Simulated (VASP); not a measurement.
A run of VASP 6.6.1:

The input INCAR:

```
PREC     = Accurate       # precision mode
ENCUT    = 520            # plane-wave cutoff, eV
EDIFF    = 1E-6           # SCF threshold, eV
ISMEAR   = -1             # smearing method
SIGMA    = 0.1            # smearing width, eV
LREAL    = False          # projectors in reciprocal space
LASPH    = True           # aspherical terms in the spheres
NELM     = 60             # most SCF steps
ALGO     = Normal         # electronic algorithm
ISIF     = 2              # what is computed and relaxed
LWAVE    = False          # write WAVECAR
LCHARG   = True           # write CHGCAR
GGA      = PS             # functional
LELF     = True           # ELF
LVHAR    = True         
NBANDS   = 16             # bands
```

File KPOINTS:

```
Automatic mesh
0
Gamma
  12 12 4
```

File POSCAR:

```
MgO
1.0
    3.2171166757      0.0000000000      0.0000000000
   -1.6085578516      2.7861051841      0.0000000000
    0.0000000000      0.0000000000      4.8462953556
Mg O
2 2
Direct
    0.3333333333      0.6666666667      0.0021600000
    0.6666666667      0.3333333333      0.5021600000
    0.3333333333      0.6666666667      0.4024400000
    0.6666666667      0.3333333333      0.9024400000
```

Potentials or basis: VASP PAW PBE potentials, release 64 (Mg, O).

The run is started by

```console
$ cat potpaw_PBE.64/Mg/POTCAR potpaw_PBE.64/O/POTCAR > POTCAR
$ mpirun -np 1 vasp_std > vasp.out
```

Hardware: 1 thread of Intel(R) Xeon(R) Platinum 8375C CPU @ 2.90GHz (Ice Lake), with other jobs on the host.

Question: Estimate the wall time of this run.

Answer: Run time: 21 s on 1 thread of Intel(R) Xeon(R) Platinum 8375C CPU @ 2.90GHz (Ice Lake), on a shared host, peak memory 0.17 GiB. Counts: scf iterations 12, k points 57.
